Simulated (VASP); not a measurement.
# TaN in VASP: further runs, part 2 of 2

VASP 6.6.1. The steps go on from the part before.

## (3) Electric field gradients, PBEsol (equal xy, yz and zx shear strains of +1 %)

The input, INCAR:

```
SYSTEM = TaN
ALGO = Normal ; EDIFF = 1E-8
ENCUT = 520 ; GGA = PS
ISIF = 2 ; ISMEAR = -1
LASPH = .TRUE. ; LCHARG = .FALSE.
LEFG = .TRUE. ; LREAL = .FALSE.
LWAVE = .FALSE. ; NBANDS = 33
NELM = 60 ; PREC = Accurate
SIGMA = 0.01
```

The input, KPOINTS:

```
k-points
0
G
  6 6 9
  0 0 0
```

The input, POSCAR:

```
TaN
1.0
    5.1960008669      0.0259800043      0.0259800043
   -2.5755010897      4.4868787466      0.0095093416
    0.0145550000      0.0145550000      2.9110000000
Ta N
3 3
Direct
    0.3333333333      0.6666666667      0.5000000000
    0.6666666667      0.3333333333      0.5000000000
    0.0000000000      0.0000000000      0.0000000000
    0.3928500000      0.0000000000      0.0000000000
    0.6071500000      0.6071500000      0.0000000000
    0.0000000000      0.3928500000      0.0000000000
```

Potentials or basis: VASP PAW PBE potentials, release 64 (Ta_pv, N).

On the command line:

```console
$ cat potpaw_PBE.64/Ta_pv/POTCAR potpaw_PBE.64/N/POTCAR > POTCAR
$ mpirun -np 1 vasp_std > vasp.out
```

OUTCAR:

```text
SYSTEM = TaN
   EDIFF = 1E-8
   ENCUT = 520
   GGA = PS
   ISIF = 2
   ISMEAR = -1
   LASPH = .TRUE.
   LREAL = .FALSE.
   NELM = 60
   PREC = Accurate

 ion  position               nearest neighbor table
   1  0.333  0.667  0.500-   5 2.15   4 2.15   6 2.15   4 2.17   5 2.17   6 2.18   2 2.99   2 3.00
                             2 3.01   3 3.32   3 3.32   3 3.33   3 3.33   3 3.35   3 3.36
   2  0.667  0.333  0.500-   6 2.15   4 2.15   5 2.16   5 2.16   6 2.18   4 2.18   1 2.99   1 3.00
                             1 3.01   3 3.32   3 3.32   3 3.33   3 3.33   3 3.35   3 3.36
   3  0.000  0.000  0.000-   6 2.03   4 2.04   5 2.05   2 3.32   1 3.32   1 3.32   2 3.32   2 3.33
                             1 3.33   2 3.33   1 3.33   2 3.35   1 3.35   2 3.36   1 3.36
   4  0.393  0.000  0.000-   3 2.04   1 2.15   2 2.15   1 2.17   2 2.18
   5  0.607  0.607  0.000-   3 2.05   1 2.15   2 2.16   2 2.16   1 2.17
   6  0.000  0.393  0.000-   3 2.03   2 2.15   1 2.15   2 2.18   1 2.18

  LATTYP: Found a triclinic cell.
 ALAT       =     5.9305018487
 B/A-ratio  =     0.4908644915
 C/A-ratio  =     0.8723589846
 COS(alpha) =     0.0036852528
 COS(beta)  =     0.4341686107
 COS(gamma) =     0.4820813214

  Lattice vectors:

 A1 = (  -5.1814458669,  -0.0114250043,   2.8850199957)
 A2 = (   0.0145550000,   0.0145550000,   2.9110000000)
 A3 = (  -2.5755010897,   4.4868787466,   0.0095093416)

Analysis of symmetry for initial positions (statically):
=====================================================================
 Subroutine PRICEL returns:
 Original cell was already a primitive cell.

 Routine SETGRP: Setting up the symmetry group for a
 triclinic supercell.

 Subroutine GETGRP returns: Found  1 space group operations
 (whereof  1 operations were pure point group operations)
 out of a pool of  2 trial point group operations.

The static configuration has the point symmetry C_1 .

Analysis of symmetry for dynamics (positions and initial velocities):
=====================================================================
 Subroutine PRICEL returns:
 Original cell was already a primitive cell.

 Routine SETGRP: Setting up the symmetry group for a
 triclinic supercell.

 Subroutine GETGRP returns: Found  1 space group operations
 (whereof  1 operations were pure point group operations)
 out of a pool of  2 trial point group operations.

The dynamic configuration has the point symmetry C_1 .

 Subroutine INISYM returns: Found  1 space group operations
 (whereof  1 operations are pure point group operations),
 and found     1 'primitive' translations

----------------------------------------------------------------------------------------

                                     Primitive cell

  volume of cell :      68.0579

  direct lattice vectors                    reciprocal lattice vectors
     5.196000867  0.025980004  0.025980004     0.191912443  0.110162342 -0.001510374
    -2.575501090  4.486878747  0.009509342    -0.001105670  0.222239761 -0.001105670
     0.014555000  0.014555000  2.911000000    -0.001709162 -0.001709162  0.343541654

  length of vectors
     5.196130765  5.173526571  2.911072774     0.221288067  0.222245261  0.343550157

[... 113 lines left out ...]
   GGA     = PS    functional components
   LHFCALC =     F    Hartree Fock is set to
   AEXX    =    0.0000 exact exchange contribution
   IVDW    =     0    specifies the selected vdW correction
   LEPSILON=     F    determine dielectric tensor
   LRPA    =     F    only Hartree local field effects (RPA)
 non-spin polarized calculation
  energy-cutoff  :      520.00
  volume of cell :       68.06
 maximum number of plane-waves:      1848
 NGX is ok and might be reduce to    40
   NGX = 19   NGY = 19   NGZ = 11

 number of electron      48.0000001 magnetization

 Free energy of the ion-electron system (eV)
  ---------------------------------------------------
  ext. energy  EPLUGINS =         0.00000000
  ---------------------------------------------------
  free energy    TOTEN  =       -71.42061378 eV

  energy without entropy =      -71.41999732  energy(sigma->0) =      -71.42030555

 E-fermi :   8.1551     XC(G=0): -13.1614

 val. band max:        8.1506734082   @ k =  -0.1667   0.1667   0.2222
 cond. band min:       8.1653887744   @ k =  -0.1667   0.1667   0.3333
 fundamental gap:      0.0147153663
 Fermi energy:         8.1551237817

 k-point     1 :       0.0000    0.0000    0.0000
  band No.  band energies     occupation
      1     -28.0010      2.00000
      2     -27.9971      2.00000
      3     -27.6483      2.00000
      4     -27.6429      2.00000
      5     -27.4720      2.00000
      6     -27.3640      2.00000
[... 853 lines left out ...]
     32      12.0470      0.00000
     33      12.2053      0.00000

 [... further k-points ...]

------------------------ aborting loop because EDIFF is reached ----------------------------------------

  FORCE on cell =-STRESS in cart. coord.  units (eV):
  Direction    XX          YY          ZZ          XY          YZ          ZX
  --------------------------------------------------------------------------------------
  -------------------------------------------------------------------------------------
  Total       -0.9635832     -0.9634241     -1.7179347     -0.8121385     -0.7985216     -0.7952482
  in kB      -22.6840700    -22.6803267    -40.4425416    -19.1188557    -18.7982945    -18.7212350
  external PRESSURE =     -28.6023127 kB  Pullay stress =       0.0000000 kB

 VOLUME and BASIS-vectors are now :
 -----------------------------------------------------------------------------
  energy-cutoff  :      520.00
  volume of cell :       68.06
      direct lattice vectors                 reciprocal lattice vectors
     5.196000867  0.025980004  0.025980004     0.191912443  0.110162342 -0.001510374
    -2.575501090  4.486878747  0.009509342    -0.001105670  0.222239761 -0.001105670
     0.014555000  0.014555000  2.911000000    -0.001709162 -0.001709162  0.343541654

 POSITION                                       TOTAL-FORCE (eV/Angst)
 -----------------------------------------------------------------------------------
      0.02228      3.00719      1.47050        -0.047584     -0.041916      0.006962
      2.61278      1.52022      1.47599         0.047303     -0.041993      0.003442
      0.00000      0.00000      0.00000         0.003322     -0.133774     -0.000150
      2.04125      0.01021      0.01021         0.023203      0.051258      0.036491
      1.59104      2.73998      0.02155         0.005333      0.059854     -0.057591
     -1.01179      1.76267      0.00374        -0.031577      0.106571      0.010846
 -----------------------------------------------------------------------------------
    total drift:                               -0.000507      0.000451      0.000069

  FREE ENERGIE OF THE ION-ELECTRON SYSTEM (eV)
  ---------------------------------------------------
  free  energy   TOTEN  =       -71.4206137756 eV

  energy  without entropy=      -71.4199973239  energy(sigma->0) =      -71.42030555

 Electric field gradients (V/A^2)
---------------------------------------------------------------------
 ion       V_xx      V_yy      V_zz      V_xy      V_xz      V_yz
---------------------------------------------------------------------
   1      99.996    99.164  -199.161    10.091    22.467    23.473
   2      99.007   100.155  -199.162    10.056    23.459    22.489
   3     -89.445   -89.626   179.071     5.840     4.099     4.167
   4     -14.481     4.636     9.845     0.775     0.260     1.639
   5      -0.173    -9.611     9.784    -7.402     0.698     0.010
   6      -0.114    -9.795     9.908     9.162     1.890     1.204
---------------------------------------------------------------------

 Electric field gradients after diagonalization (V/A^2)
 (convention: |V_zz| > |V_xx| > |V_yy|)
----------------------------------------------------------------------
 ion       V_xx      V_yy      V_zz     asymmetry (V_yy - V_xx)/ V_zz
----------------------------------------------------------------------
   1     113.056    89.486  -202.542       0.116
   2     113.029    89.516  -202.545       0.116
   3     -95.376   -83.825   179.201       0.064
   4      10.326     4.188   -14.514       0.423
   5       9.851     3.825   -13.675       0.441
   6      10.834     4.483   -15.316       0.415
----------------------------------------------------------------------

           NMR quadrupolar parameters

 Cq : quadrupolar parameter    Cq=e*Q*V_zz/h
 eta: asymmetry parameters     (V_yy - V_xx)/ V_zz
 Q  : nuclear electric quadrupole moment in mb (millibarn)
----------------------------------------------------------------------
 ion       Cq(MHz)       eta       Q (mb)
----------------------------------------------------------------------
   1      -0.490       0.116       1.000
   2      -0.490       0.116       1.000
   3       0.433       0.064       1.000
   4      -0.035       0.423       1.000
   5      -0.033       0.441       1.000
   6      -0.037       0.415       1.000
----------------------------------------------------------------------
```

stdout:

```text
POSCAR found type information on POSCAR TaN
 POSCAR found :  2 types and       6 ions
 scaLAPACK will be used
 -----------------------------------------------------------------------------
|                                                                             |
|                                                                             |
|     You enforced a specific xc type in the INCAR file but a different       |
|     I HOPE YOU KNOW WHAT YOU ARE DOING!                                     |
|                                                                             |
 -----------------------------------------------------------------------------

 LDA part: xc-table for (Slater+PW92), standard interpolation
 POSCAR, INCAR and KPOINTS ok, starting setup
 FFT: planning ... GRIDC
 FFT: planning ... GRID_SOFT
 FFT: planning ... GRID
 WAVECAR not read
 entering main loop
ion   1
     0.0000657    -0.2353897    -0.3578642     2.5628299    -0.4036448    -0.0305198
     0.0000905    -0.2353897    -0.3578642     2.5628299    -0.4036448    -0.0305198
     0.0001247    -0.2353897    -0.3578642     2.5628299    -0.4036448    -0.0305198
     0.0001717    -0.2353897    -0.3578642     2.5628299    -0.4036448    -0.0305198
[... 56 lines left out ...]
     0.0000281    -8.4988723    -1.2505180    -8.2684783    -1.9785522    -4.4840663
     0.0000381    -8.4988714    -1.2505179    -8.2684775    -1.9785521    -4.4840659
     0.0000517    -8.4988699    -1.2505177    -8.2684761    -1.9785517    -4.4840651
     0.0000701    -8.4988674    -1.2505174    -8.2684737    -1.9785512    -4.4840638
```

Wall time 5.9 min (1 thread of Intel Xeon Platinum 8488C (Sapphire Rapids), shared host); peak memory 0.4 GiB.

What came out:

- Free energy: -71.4206 eV
- Pressure: -2.9 GPa
- Largest force: 0.134 eV/Å
- Band gap on the k mesh: zero (band 24 reaches 9.92 eV, above the bottom of band 25 at 6.84 eV)

Forces in eV/Å, atoms in the order of the input:
```
Ta  -0.048 -0.042  0.007
Ta   0.047 -0.042  0.003
Ta   0.003 -0.134  0.000
N    0.023  0.051  0.036
N    0.005  0.060 -0.058
N   -0.032  0.107  0.011
```

Electric field gradients, principal values (V/Å²):
| atom | least | middle | greatest (by size) |
| --- | --- | --- | --- |
| 1 Ta | 89.486 | 113.056 | -202.542 |
| 2 Ta | 89.516 | 113.029 | -202.545 |
| 3 Ta | -83.825 | -95.376 | 179.201 |
| 4 N | 4.188 | 10.326 | -14.514 |
| 5 N | 3.825 | 9.851 | -13.675 |
| 6 N | 4.483 | 10.834 | -15.316 |

Caveat: the cell differs from its parent crystal (equal xy, yz and zx shear strains of +1 %); without QUAD_EFG the Cq values of the log hold for a quadrupole moment of 1 mb, not for the nuclei; the PAW data sets were made with another functional, which shifts forces and pressure a little; spin-orbit coupling is left out, which moves the levels of the heavy elements.

## (4) Electric field gradients, PBEsol (equal xx and yy strain of +1 %)

The input, INCAR:

```
SYSTEM = TaN
PREC     = Accurate       ! precision mode
ENCUT    = 520            ! plane-wave cutoff, eV
EDIFF    = 1E-8           ! SCF threshold, eV
ISMEAR   = -1             ! smearing method
SIGMA    = 0.01           ! smearing width, eV
LREAL    = .FALSE.        ! projectors in reciprocal space
LASPH    = .TRUE.         ! aspherical terms in the spheres
NELM     = 100            ! most SCF steps
ALGO     = Normal         ! electronic algorithm
ISIF     = 2              ! what is computed and relaxed
LWAVE    = .FALSE.        ! write WAVECAR
LCHARG   = .FALSE.        ! write CHGCAR
GGA      = PS             ! functional
LEFG     = .TRUE.       
NBANDS   = 33             ! bands
```

The input, KPOINTS:

```
Automatic mesh
0
G
  6 6 9
  0 0 0
```

Changes to POSCAR since step 3:

```diff
@@ -2,5 +2,5 @@
 1.0
-    5.1960008669      0.0259800043      0.0259800043
-   -2.5755010897      4.4868787466      0.0095093416
-    0.0145550000      0.0145550000      2.9110000000
+    5.2479608756      0.0000000000      0.0000000000
+   -2.6239804377      4.5448674363      0.0000000000
+    0.0000000000      0.0000000000      2.9110000000
 Ta N
```

Potentials or basis: VASP PAW PBE potentials, release 64 (Ta_pv, N).

On the command line:

```console
$ cat potpaw_PBE.64/Ta_pv/POTCAR potpaw_PBE.64/N/POTCAR > POTCAR
$ mpirun -np 1 vasp_std > vasp.out
```

OUTCAR:

```text
SYSTEM = TaN
   PREC = Accurate
   ENCUT = 520
   EDIFF = 1E-8
   ISMEAR = -1
   LREAL = .FALSE.
   LASPH = .TRUE.
   NELM = 100
   ISIF = 2
   GGA = PS

 ion  position               nearest neighbor table
   1  0.333  0.667  0.500-   4 2.17   4 2.17   6 2.17   6 2.17   5 2.17   5 2.17   2 3.03   2 3.03
                             2 3.03   3 3.36   3 3.36   3 3.36   3 3.36   3 3.36   3 3.36
   2  0.667  0.333  0.500-   6 2.17   6 2.17   4 2.17   4 2.17   5 2.17   5 2.17   1 3.03   1 3.03
                             1 3.03   3 3.36   3 3.36   3 3.36   3 3.36   3 3.36   3 3.36
   3  0.000  0.000  0.000-   6 2.06   4 2.06   5 2.06   2 3.36   1 3.36   1 3.36   2 3.36   1 3.36
                             1 3.36   2 3.36   2 3.36   2 3.36   2 3.36   1 3.36   1 3.36
   4  0.393  0.000  0.000-   3 2.06   1 2.17   1 2.17   2 2.17   2 2.17
[... 1112 lines left out ...]
   5       0.261    -9.300     9.039    -8.280     0.000    -0.000
   6       0.261    -9.300     9.040     8.279    -0.000    -0.000
---------------------------------------------------------------------

 Electric field gradients after diagonalization (V/A^2)
 (convention: |V_zz| > |V_xx| > |V_yy|)
----------------------------------------------------------------------
 ion       V_xx      V_yy      V_zz     asymmetry (V_yy - V_xx)/ V_zz
----------------------------------------------------------------------
   1      99.673    99.671  -199.344       0.000
   2      99.673    99.671  -199.344       0.000
   3     -78.827   -78.827   157.654       0.000
   4       9.040     5.040   -14.080       0.284
   5       9.039     5.041   -14.081       0.284
   6       9.040     5.040   -14.080       0.284
----------------------------------------------------------------------

           NMR quadrupolar parameters

 Cq : quadrupolar parameter    Cq=e*Q*V_zz/h
 eta: asymmetry parameters     (V_yy - V_xx)/ V_zz
 Q  : nuclear electric quadrupole moment in mb (millibarn)
----------------------------------------------------------------------
 ion       Cq(MHz)       eta       Q (mb)
----------------------------------------------------------------------
   1      -0.482       0.000       1.000
   2      -0.482       0.000       1.000
   3       0.381       0.000       1.000
   4      -0.034       0.284       1.000
   5      -0.034       0.284       1.000
   6      -0.034       0.284       1.000
----------------------------------------------------------------------
```

OSZICAR:

```text
N       E                     dE             d eps       ncg     rms          rms(c)
DAV:   1     0.443082279806E+03    0.44308E+03   -0.25996E+04  2318   0.152E+03
DAV:   2    -0.515777133750E+02   -0.49466E+03   -0.47285E+03  2678   0.449E+02
DAV:   3    -0.799974674839E+02   -0.28420E+02   -0.27910E+02  2792   0.103E+02
DAV:   4    -0.805812268780E+02   -0.58376E+00   -0.58003E+00  2898   0.146E+01
DAV:   5    -0.805943739394E+02   -0.13147E-01   -0.13132E-01  2938   0.175E+00    0.421E+01
DAV:   6    -0.717341388905E+02    0.88602E+01   -0.45228E+01  2968   0.356E+01    0.177E+01
DAV:   7    -0.714738234119E+02    0.26032E+00   -0.22358E+00  2835   0.803E+00    0.104E+01
DAV:   8    -0.714003506626E+02    0.73473E-01   -0.41835E-01  2795   0.377E+00    0.105E+00
DAV:   9    -0.713833023118E+02    0.17048E-01   -0.47380E-02  2956   0.138E+00    0.371E-01
DAV:  10    -0.713826351055E+02    0.66721E-03   -0.11708E-02  2896   0.537E-01    0.193E-01
DAV:  11    -0.713824098277E+02    0.22528E-03   -0.23955E-03  3002   0.296E-01    0.467E-02
DAV:  12    -0.713823671810E+02    0.42647E-04   -0.21958E-04  2830   0.846E-02    0.162E-02
DAV:  13    -0.713823674046E+02   -0.22366E-06   -0.15055E-05  2936   0.220E-02    0.410E-03
DAV:  14    -0.713823674678E+02   -0.63118E-07   -0.54601E-07  2899   0.504E-03    0.125E-03
DAV:  15    -0.713823673652E+02    0.10251E-06   -0.64915E-08  2755   0.174E-03    0.219E-04
DAV:  16    -0.713823673663E+02   -0.10364E-08   -0.45683E-09  1606   0.451E-04
   1 F= -.71382367E+02 E0= -.71382224E+02  d E =-.286879E-03
```

stdout:

```text
POSCAR found type information on POSCAR TaN
 POSCAR found :  2 types and       6 ions
 scaLAPACK will be used
 -----------------------------------------------------------------------------
|                                                                             |
|                                                                             |
|     You enforced a specific xc type in the INCAR file but a different       |
|     I HOPE YOU KNOW WHAT YOU ARE DOING!                                     |
|                                                                             |
 -----------------------------------------------------------------------------

 LDA part: xc-table for (Slater+PW92), standard interpolation
 POSCAR, INCAR and KPOINTS ok, starting setup
 FFT: planning ... GRIDC
 FFT: planning ... GRID_SOFT
 FFT: planning ... GRID
 WAVECAR not read
 entering main loop
ion   1

ion   2

ion   3

ion   4

ion   5

ion   6
```

It took 53 s on 1 thread of AMD EPYC 9R45 (Zen 5), shared host; peak memory 0.19 GiB.

Results:

- Free energy: -71.3824 eV
- Pressure: -9.0 GPa
- Largest force: 0.117 eV/Å
- Band gap on the k mesh: zero (band 24 reaches 9.75 eV, above the bottom of band 25 at 6.60 eV)

Forces in eV/Å, atoms in the order of the input:
```
Ta   0.000  0.000  0.000
Ta   0.000  0.000  0.000
Ta   0.000  0.000  0.000
N   -0.117  0.000  0.000
N    0.058  0.101  0.000
N    0.058 -0.101  0.000
```

Stress tensor (GPa, compression positive):
```
-9.59  0.00  0.00
 0.00 -9.59  0.00
 0.00  0.00 -7.76
```

Levels at points of the mesh, in eV from the Fermi level:
| k point | band 21 | band 22 | band 23 | band 24 | band 25 | band 26 | band 27 | band 28 |
| --- | --- | --- | --- | --- | --- | --- | --- | --- |
| (0.00, 0.00, 0.00) | -4.14 | -3.21 | -1.96 | -0.90 | -0.90 | 0.66 | 0.66 | 1.65 |
| (0.50, 0.00, 0.00) | -3.88 | -3.78 | -2.82 | -2.59 | 1.22 | 1.79 | 1.86 | 2.42 |

Electric field gradients, principal values (V/Å²):
```csv
atom,least,middle,greatest (by size)
1 Ta,99.671,99.673,-199.344
2 Ta,99.671,99.673,-199.344
3 Ta,-78.827,-78.827,157.654
4 N,5.040,9.040,-14.080
5 N,5.041,9.039,-14.081
6 N,5.040,9.040,-14.080
```

Caveat: the cell differs from its parent crystal (equal xx and yy strain of +1 %); without QUAD_EFG the Cq values of the log hold for a quadrupole moment of 1 mb, not for the nuclei; the PAW data sets were made with another functional, which shifts forces and pressure a little; spin-orbit coupling is left out, which moves the levels of the heavy elements.

## (5) Summary

```tsv
cell	gap on the mesh (eV)	pressure (GPa)	largest force (eV/Å)
a = 5.196, b = 5.219, c = 2.911 Å, angles 90.2, 90.6, 120.4°, 6 atoms	none	-2.9	0.14
a = 5.196, b = 5.174, c = 2.911 Å, angles 89.8, 89.4, 119.6°, 6 atoms	none	-2.9	0.13
a = 5.248, b = 5.248, c = 2.911 Å, angles 90.0, 90.0, 120.0°, 6 atoms	none	-9.0	0.12
```

Alike in all rows: task electric field gradients; level PBEsol; potentials or basis VASP PAW PBE potentials, release 64 (Ta_pv, N); no spin polarisation; k mesh 6 × 6 × 9; cutoff (eV) 520; smearing fermi-dirac 0.01 eV.

Caveats: the PAW data sets were made with another functional, which shifts forces and pressure a little; spin-orbit coupling is left out, which moves the levels of the heavy elements.

Total energies depend on the potentials used, so only differences within one code and one set of settings carry meaning.
